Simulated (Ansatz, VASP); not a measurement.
**One calculation of HgTe, two programs**

INCAR

```
SYSTEM = HgTe
PREC = Accurate
ENCUT = 520
EDIFF = 1E-6
ISMEAR = 0
SIGMA = 0.15
LREAL = .FALSE.
LASPH = .TRUE.
NELM = 80
ALGO = Normal
ISIF = 2
LWAVE = .FALSE.
LCHARG = .FALSE.
GGA = PS
NBANDS = 16
```

File KPOINTS:

```
Automatic mesh
0
G
  14 14 14
  0 0 0
```

Contents of POSCAR:

```
HgTe
1.0
    0.0000000000      3.2718525000      3.3202050000
    3.2718525000      0.0000000000      3.3202050000
    3.2718525000      3.2718525000      0.0000000000
Hg Te
1 1
Direct
    0.0000000000      0.0000000000      0.0000000000
    0.7500000000      0.7500000000      0.7500000000
```

Input for Ansatz:

```yaml
crystal:
  lattice:
    - [0.0, 3.2718525, 3.320205]
    - [3.2718525, 0.0, 3.320205]
    - [3.2718525, 3.2718525, 0.0]
  atoms:
    - { symbol: Hg, position: [0.0, 0.0, 0.0] }
    - { symbol: Te, position: [0.75, 0.75, 0.75] }
basis:
  ecutwfc: 420
kpoints:
  mp_grid: { grid: [14, 14, 14] }
hamiltonian:
  xc: pbesol
scf:
  occupations: { method: gaussian, width: 0.15 }
output:
  forces: true
  stress: true
  eigenvalues: true
```

Change from the starting cell: strain +0.015 along x and y, +0.030 along z, atoms carried along.

Alike in both runs: task single point; functional PBEsol; k mesh 14 × 14 × 14; occupations gaussian, width 0.15 eV; no spin polarisation.

|  | VASP | Ansatz |
| --- | --- | --- |
| version | VASP 6.6.1 | Ansatz 0.2.0 |
| potentials or method | VASP PAW PBE potentials, release 64 (Hg, Te), cutoff 520 eV | scalar-relativistic, plane waves, PAW |
| valence electrons in the cell | 18 | 36 |

|  | VASP | Ansatz | Ansatz less VASP |
| --- | --- | --- | --- |
| gap on the k mesh at the Fermi level (eV) | none | none | - |
| pressure (GPa) | -1.1 | -1.2 | -0.09 |
| traceless stress, the component that is largest in VASP (GPa) | -0.17 | -0.17 | 0.000 |

VASP's potentials were made for PBE, not for PBEsol. A gap of «none» marks a metal or a gap that the smearing closes. With one functional, cell and mesh, what is left measures potentials, basis and numerics. VASP's potentials hold 18 valence electrons a cell and Ansatz's 36, so a difference there can come from the potentials and not from the codes.

Spin-orbit coupling is off throughout.
